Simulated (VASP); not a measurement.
# Al2O3 (Pnnm) in VASP: further runs

Runs on Al2O3. Level: PBE. Tasks: single point.

Program: VASP 6.6.1. These are calculated values, not measurements. Logs are shortened: lines on timing, memory, paths and dates and some standing lists are left out, and cuts for length are marked.

### 1 The cell of the first run

Symmetry: Pnnm, No. 58, orthorhombic system. The conventional cell has a = 4.712 Å, b = 9.704 Å, c = 3.026 Å, α = 90.00°, β = 90.00°, γ = 90.00°. Within 2.2 Å of Al (site symmetry m) lie 4 O at 1.69 to 1.83 Å. Within 2.4 Å of O (site symmetry m) lie 3 Al at 1.82 to 1.83 Å. O (site symmetry 2/m) has 2 Al at 1.69 Å within 2.2 Å.

### 2 Single point, PBE (atoms displaced along a vibrational mode)

File INCAR:

```
SYSTEM = Al2O3
PREC     = Accurate       ! precision mode
ENCUT    = 520            ! plane-wave cutoff, eV
EDIFF    = 1E-6           ! SCF threshold, eV
ISMEAR   = 0              ! smearing method
SIGMA    = 0.05           ! smearing width, eV
LREAL    = .False.        ! projectors in reciprocal space
LASPH    = .True.         ! aspherical terms in the spheres
NELM     = 100            ! most SCF steps
ALGO     = Normal         ! electronic algorithm
ISIF     = 2              ! what is computed and relaxed
LWAVE    = .False.        ! write WAVECAR
LCHARG   = .False.        ! write CHGCAR
GGA      = PE             ! functional
NBANDS   = 35             ! bands
```

File KPOINTS:

```
regular mesh
0
Gamma
  6 4 8
  0 0 0
```

File POSCAR:

```
Al2O3
1.0
    4.7121766311      0.0000000000      0.0000000000
    0.0000000000      9.7035371733      0.0000000000
    0.0000000000      0.0000000000      3.0257116887
Al O
4 6
Direct
    0.4143112026      0.3308329551      0.5000000000
    0.5856887974      0.6691670449      0.5000000000
    0.9143112026      0.1691670449      0.0000000000
    0.0856887974      0.8308329551      0.0000000000
    0.7309774651      0.2222781907      0.5000000000
    0.0000000000      0.0000000000      0.0000000000
    0.7690225349      0.7222781907      0.0000000000
    0.2309774651      0.2777218093      0.0000000000
    0.2690225349      0.7777218093      0.5000000000
    0.5000000000      0.5000000000      0.5000000000
```

Potentials or basis: VASP PAW PBE potentials, release 64 (Al, O).

Run with:

```sh
$ cat potpaw_PBE.64/Al/POTCAR potpaw_PBE.64/O/POTCAR > POTCAR
$ mpirun -np 1 vasp_std > vasp.out
```

OUTCAR:

```text
SYSTEM = Al2O3
   PREC = Accurate
   ENCUT = 520
   EDIFF = 1E-6
   ISMEAR = 0
   LREAL = .False.
   LASPH = .True.
   NELM = 100
   ISIF = 2
   GGA = PE

 ion  position               nearest neighbor table
   1  0.414  0.331  0.500-  10 1.69   8 1.82   8 1.82   5 1.83   3 3.21   3 3.21   3 3.21   3 3.21

   2  0.586  0.669  0.500-  10 1.69   7 1.82   7 1.82   9 1.83   4 3.21   4 3.21   4 3.21   4 3.21

   3  0.914  0.169  0.000-   6 1.69   5 1.82   5 1.82   8 1.83   1 3.21   1 3.21   1 3.21   1 3.21

   4  0.086  0.831  0.000-   6 1.69   9 1.82   9 1.82   7 1.83   2 3.21   2 3.21   2 3.21   2 3.21

   5  0.731  0.222  0.500-   3 1.82   3 1.82   1 1.83
   6  0.000  0.000  0.000-   3 1.69   4 1.69
   7  0.769  0.722  0.000-   2 1.82   2 1.82   4 1.83
   8  0.231  0.278  0.000-   1 1.82   1 1.82   3 1.83
   9  0.269  0.778  0.500-   4 1.82   4 1.82   2 1.83
  10  0.500  0.500  0.500-   1 1.69   2 1.69

  LATTYP: Found a simple orthorhombic cell.
 ALAT       =     3.0257116887
 B/A-ratio  =     1.5573779381
 C/A-ratio  =     3.2070263699

  Lattice vectors:

 A1 = (   0.0000000000,   0.0000000000,   3.0257116887)
 A2 = (   4.7121766311,   0.0000000000,   0.0000000000)
 A3 = (   0.0000000000,   9.7035371733,   0.0000000000)

Analysis of symmetry for initial positions (statically):
=====================================================================
 Subroutine PRICEL returns:
 Original cell was already a primitive cell.

 Routine SETGRP: Setting up the symmetry group for a
 simple orthorhombic supercell.

 Subroutine GETGRP returns: Found  8 space group operations
 (whereof  4 operations were pure point group operations)
 out of a pool of  8 trial point group operations.

The static configuration has the point symmetry C_2h.
 The point group associated with its full space group is D_2h.

Analysis of symmetry for dynamics (positions and initial velocities):
=====================================================================
 Subroutine PRICEL returns:
 Original cell was already a primitive cell.

 Routine SETGRP: Setting up the symmetry group for a
 simple orthorhombic supercell.

 Subroutine GETGRP returns: Found  8 space group operations
 (whereof  4 operations were pure point group operations)
 out of a pool of  8 trial point group operations.

The dynamic configuration has the point symmetry C_2h.
 The point group associated with its full space group is D_2h.

 Subroutine INISYM returns: Found  8 space group operations
 (whereof  4 operations are pure point group operations),
 and found     1 'primitive' translations

----------------------------------------------------------------------------------------

                                     Primitive cell

  volume of cell :     138.3500

  direct lattice vectors                    reciprocal lattice vectors
     4.712176631  0.000000000  0.000000000     0.212216154  0.000000000  0.000000000
     0.000000000  9.703537173  0.000000000     0.000000000  0.103055204  0.000000000
     0.000000000  0.000000000  3.025711689     0.000000000  0.000000000  0.330500756

  length of vectors
     4.712176631  9.703537173  3.025711689     0.212216154  0.103055204  0.330500756

  position of ions in fractional coordinates (direct lattice)
     0.414311203  0.330832955  0.500000000
     0.585688797  0.669167045  0.500000000
     0.914311203  0.169167045  0.000000000
     0.085688797  0.830832955  0.000000000
     0.730977465  0.222278191  0.500000000
     0.000000000  0.000000000  0.000000000
     0.769022535  0.722278191  0.000000000
     0.230977465  0.277721809  0.000000000
     0.269022535  0.777721809  0.500000000
     0.500000000  0.500000000  0.500000000

  ion indices of the primitive-cell ions
   primitive index   ion index
                 1           1
                 2           2
                 3           3
                 4           4
                 5           5
                 6           6
                 7           7
                 8           8
                 9           9
                10          10

----------------------------------------------------------------------------------------

 KPOINTS: regular mesh

Automatic generation of k-mesh.
 Grid dimensions read from file:
 generate k-points for:    6    4    8

 Generating k-lattice:

  Cartesian coordinates                     Fractional coordinates (reciprocal lattice)
     0.035369359  0.000000000  0.000000000     0.166666667  0.000000000  0.000000000
     0.000000000  0.025763801  0.000000000     0.000000000  0.250000000  0.000000000
     0.000000000  0.000000000  0.041312594     0.000000000  0.000000000  0.125000000

  Length of vectors
     0.035369359  0.025763801  0.041312594

  Shift w.r.t. Gamma in fractional coordinates (k-lattice)
     0.000000000  0.000000000  0.000000000

 Subroutine IBZKPT returns following result:
 ===========================================

 Found     60 irreducible k-points:

 Following reciprocal coordinates:
            Coordinates               Weight
  0.000000  0.000000  0.000000      1.000000
  0.166667  0.000000  0.000000      2.000000
  0.333333  0.000000  0.000000      2.000000
  0.500000  0.000000  0.000000      1.000000
  0.000000  0.250000  0.000000      2.000000
  0.166667  0.250000  0.000000      4.000000
[... 16 lines left out ...]
  0.333333  0.500000  0.125000      4.000000
  0.500000  0.500000  0.125000      2.000000
 [... further k-points ...]
   k-points           NKPTS =     60   k-points in BZ     NKDIM =     60   number of bands    NBANDS=     35
   number of dos      NEDOS =    301   number of ions     NIONS =     10
   total plane-waves  NPLWV =  62208
   dimension x,y,z NGX =    36 NGY =   72 NGZ =   24
   dimension x,y,z NGXF=    72 NGYF=  144 NGZF=   48
   ions per type =               4   6
   NGX,Y,Z   is equivalent  to a cutoff of  12.70, 12.34, 13.19 a.u.
   NGXF,Y,Z  is equivalent  to a cutoff of  25.40, 24.67, 26.37 a.u.
 SYSTEM =  Al2O3
   PREC   = accura    normal or accurate (medium, high low for compatibility)
   ISTART =      0    job   : 0-new  1-cont  2-samecut
   ICHARG =      2    charge: 1-file 2-atom 10-const
   ISPIN  =      1    spin polarized calculation?
   LNONCOLLINEAR =      F non collinear calculations
   LSORBIT =      F    spin-orbit coupling
   LASPH  =      T    aspherical Exc in radial PAW
   ENCUT  =  520.0 eV  38.22 Ry    6.18 a.u.   8.76 18.04  5.63*2*pi/ulx,y,z
   NELM   =    100;   NELMIN=  2; NELMDL= -5     # of ELM steps
   EDIFF  = 0.1E-05   stopping-criterion for ELM
   LREAL  =      F    real-space projection
   EDIFFG = 0.1E-04   stopping-criterion for IOM
   NSW    =      0    number of steps for IOM
   IBRION =     -1    ionic relax: 0-MD 1-quasi-New 2-CG
   NFREE  =      0    steps in history (QN), initial steepest desc. (CG)
   ISIF   =      2    stress and relaxation
   ISYM   =      2    0-nonsym 1-usesym 2-fastsym
   POTIM  = 0.5000    time-step for ionic-motion
   TEBEG  =    0.0;   TEEND  =   0.0 temperature during run
   PSTRESS=    0.0 pullay stress
   NELECT =      48.0000    total number of electrons
   NUPDOWN=      -1.0000    fix difference up-down
   EMIN   =  10.00;   EMAX   =-10.00  energy-range for DOS
   EFERMI =   0.00;   METHOD = LEGACY
   ISMEAR =     0;   SIGMA  =   0.05  broadening in eV -4-tet -1-fermi 0-gaus
   EFERMI_NEDOS =   21; number of points for ismear=-14 and -15
   IALGO  =     38    algorithm
   IMIX   =      4    mixing-type and parameters
     AMIX     =   0.40;   BMIX     =  1.00
     AMIX_MAG =   1.60;   BMIX_MAG =  1.00
  volume/ion in A,a.u.               =      13.84        93.36
  Fermi-wavevector in a.u.,A,eV,Ry     =   1.150347  2.173841 18.004564  1.323298
  Thomas-Fermi vector in A             =   2.287011
   LORBIT       =      0    0 simple, 1 ext, 2 COOP (PROOUT), +10 PAW based schemes
   GGA     = PE    functional components
   LHFCALC =     F    Hartree Fock is set to
   AEXX    =    0.0000 exact exchange contribution
   IVDW    =     0    specifies the selected vdW correction
   LEPSILON=     F    determine dielectric tensor
   LRPA    =     F    only Hartree local field effects (RPA)
 non-spin polarized calculation
 Gauss-broadening in eV      SIGMA  =   0.05
  energy-cutoff  :      520.00
  volume of cell :      138.35
 maximum number of plane-waves:      3764
 NGX is ok and might be reduce to    36
   NGX = 17   NGY = 37   NGZ = 11

 number of electron      47.9999977 magnetization

 Free energy of the ion-electron system (eV)
  ---------------------------------------------------
  ext. energy  EPLUGINS =         0.00000000
  ---------------------------------------------------
  free energy    TOTEN  =       -74.03123191 eV

  energy without entropy =      -74.03123191  energy(sigma->0) =      -74.03123191

 E-fermi :   2.2230     XC(G=0):  -8.7565

 val. band max:        1.9899525412   @ k =   0.0000   0.0000   0.0000
 cond. band min:       5.3254829085   @ k =   0.0000   0.0000   0.0000
 fundamental gap:      3.3355303673
 Fermi energy:         2.2230226852

 k-point     1 :       0.0000    0.0000    0.0000
  band No.  band energies     occupation
      1     -17.0318      2.00000
      2     -16.9575      2.00000
      3     -15.8912      2.00000
      4     -15.8747      2.00000
      5     -14.5065      2.00000
      6     -14.3778      2.00000
[... 27 lines left out ...]
     34      12.4562      0.00000
     35      13.7550      0.00000

 k-point     2 :       0.1667    0.0000    0.0000
  band No.  band energies     occupation
      1     -16.9659      2.00000
      2     -16.8933      2.00000
      3     -15.9823      2.00000
      4     -15.9572      2.00000
      5     -14.4916      2.00000
      6     -14.3826      2.00000
[... 27 lines left out ...]
     34      12.1343      0.00000
     35      13.4825      0.00000
[... 796 lines left out ...]
     34      12.4998      0.00000
     35      13.1499      0.00000

 k-point    24 :       0.5000    0.5000    0.1250
  band No.  band energies     occupation
      1     -16.4446      2.00000
      2     -16.4446      2.00000
      3     -16.3960      2.00000
      4     -16.3960      2.00000
      5     -14.3919      2.00000
      6     -14.3919      2.00000
[... 27 lines left out ...]
     34      12.5095      0.00000
     35      12.7843      0.00000

 [... further k-points ...]
[... 5 lines left out ...]
  --------------------------------------------------------------------------------------
  -------------------------------------------------------------------------------------
  Total       -1.2559317     -1.2884769     -0.8959084      0.0000000      0.0000000      0.0000000
  in kB      -14.5444539    -14.9213478    -10.3751648      0.0000000      0.0000000      0.0000000
  external PRESSURE =     -13.2803222 kB  Pullay stress =       0.0000000 kB

 VOLUME and BASIS-vectors are now :
 -----------------------------------------------------------------------------
  energy-cutoff  :      520.00
  volume of cell :      138.35
      direct lattice vectors                 reciprocal lattice vectors
     4.712176631  0.000000000  0.000000000     0.212216154  0.000000000  0.000000000
     0.000000000  9.703537173  0.000000000     0.000000000  0.103055204  0.000000000
     0.000000000  0.000000000  3.025711689     0.000000000  0.000000000  0.330500756

 POSITION                                       TOTAL-FORCE (eV/Angst)
 -----------------------------------------------------------------------------------
      1.95231      3.21025      1.51286         0.032150      0.016971      0.000000
      2.75987      6.49329      1.51286        -0.032150     -0.016971     -0.000000
      4.30840      1.64152      0.00000         0.032150     -0.016971     -0.000000
      0.40378      8.06202      0.00000        -0.032150      0.016971      0.000000
      3.44449      2.15688      1.51286         0.022582      0.021369      0.000000
      0.00000      0.00000      0.00000        -0.000000      0.000000      0.000000
      3.62377      7.00865      0.00000        -0.022582      0.021369      0.000000
      1.08841      2.69488      0.00000         0.022582     -0.021369      0.000000
      1.26768      7.54665      1.51286        -0.022582     -0.021369      0.000000
      2.35609      4.85177      1.51286        -0.000000      0.000000      0.000000
 -----------------------------------------------------------------------------------
    total drift:                                0.000000     -0.000000     -0.000000

  FREE ENERGIE OF THE ION-ELECTRON SYSTEM (eV)
  ---------------------------------------------------
  free  energy   TOTEN  =       -74.0312319136 eV

  energy  without entropy=      -74.0312319136  energy(sigma->0) =      -74.03123191
```

It took 4.4 min on 1 thread of Intel Xeon 8259CL, shared host; peak memory 0.36 GiB.

Results:

```yaml
Free_energy: -74.0312 eV
Pressure: -1.3 GPa
Largest_force: 0.036 eV/Å
Band_gap_on_the_k_mesh: 3.34 eV
```

Forces in eV/Å, atoms in the order of the input:
```
Al   0.032  0.017  0.000
Al  -0.032 -0.017  0.000
Al   0.032 -0.017  0.000
Al  -0.032  0.017  0.000
O    0.023  0.021  0.000
O    0.000  0.000  0.000
O   -0.023  0.021  0.000
O    0.023 -0.021  0.000
O   -0.023 -0.021  0.000
O    0.000  0.000  0.000
```

Levels at points of the mesh, in eV from the valence-band top:
```
           k point  band 22  band 23  band 24  band 25  band 26  band 27
(0.00, 0.00, 0.00)    -0.54    -0.06     0.00     3.34     4.97     6.24
(0.50, 0.00, 0.00)    -1.00    -0.02    -0.02     5.75     5.75     6.47
(0.00, 0.50, 0.00)    -0.86    -0.03    -0.03     4.01     4.01     6.52
(0.50, 0.50, 0.00)    -0.92    -0.02    -0.02     5.71     5.71     6.31
(0.00, 0.00, 0.50)    -1.47    -0.70    -0.70     6.88     6.88     7.46
(0.50, 0.00, 0.50)    -1.57    -0.73    -0.73     6.81     6.81     8.27
(0.00, 0.50, 0.50)    -1.58    -0.62    -0.62     6.75     6.75     7.76
(0.50, 0.50, 0.50)    -1.56    -0.79    -0.79     7.02     7.02     7.97
```

Caveat: the cell differs from its parent crystal (atoms displaced along a vibrational mode). A k mesh can miss the band edges.

(Part 1 of 2 ends here.)
